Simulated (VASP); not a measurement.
Si2W, 3 atoms in the cell. It takes space group I4/mmm (No. 139, tetragonal). The conventional cell has a = 3.242 Å, b = 3.242 Å, c = 7.899 Å, α = 90.00°, β = 90.00°, γ = 90.00°. Si (site symmetry 4mm) has 9 Si at 2.61 to 3.24 Å and 5 W at 2.64 Å within 3.4 Å. W (site symmetry 4/mmm) has 10 Si at 2.64 Å and 4 W at 3.24 Å within 3.5 Å. 

* Program: VASP 6.6.1
* Task: single point
* Functional: LDA
* Potentials or basis: VASP PAW LDA potentials, release 64 (Si, W_sv)
* Cutoff: 520 eV
* k mesh: 13 × 13 × 13
* Occupations: methfessel-paxton, width 0.1 eV
* Spin: no spin polarisation
* Dipole correction: no
* Further INCAR settings: ALGO = Normal; EDIFF = 1e-06; NBANDS = 18

Potentials or basis: VASP PAW LDA potentials, release 64 (Si, W_sv).

Run with:

```console
$ cat potpaw_LDA.64/Si/POTCAR potpaw_LDA.64/W_sv/POTCAR > POTCAR
$ mpirun -np 1 vasp_std > vasp.out
```

Hardware: 1 thread of Intel Xeon 8259CL, with other jobs on the host.

Q: How long does it take, and how much memory?

A: It took 5 min on 1 thread of Intel Xeon 8259CL, with other jobs on the host, peak memory 0.27 GiB. Counts: scf iterations 12, k points 196.
